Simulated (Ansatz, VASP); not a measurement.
## Two plane-wave programs on Mo

```xyz
2
Lattice="0.0000 2.8433 2.8433 2.8433 0.0000 2.8433 2.8433 2.8433 0.0000" Properties=species:S:1:pos:R:3 pbc="T T T"
Mo    2.8433    2.8433    2.8433
Mo    4.2649    4.2649    4.2649
```

Alike in both runs: functional PBE; k mesh 6 × 6 × 6; occupations gaussian, width 0.1 eV; no spin polarisation.

Ansatz relaxed the structure, and its values are those at the end. VASP's run is a single point on that final structure, the one shown.

|  | VASP | Ansatz |
| --- | --- | --- |
| version | VASP 6.6.1 | Ansatz 0.2.0 |
| potentials or method | VASP PAW PBE potentials, release 64 (Mo_sv), cutoff 500 eV | scalar-relativistic, plane waves, PAW |
| valence electrons in the cell | 28 | 28 |

```csv
,VASP,Ansatz,Ansatz less VASP
gap on the k mesh at the Fermi level (eV),none,none,-
pressure (GPa),0.2,-0.2,-0.40
```

A gap of «none» marks a metal or a gap that the smearing closes.
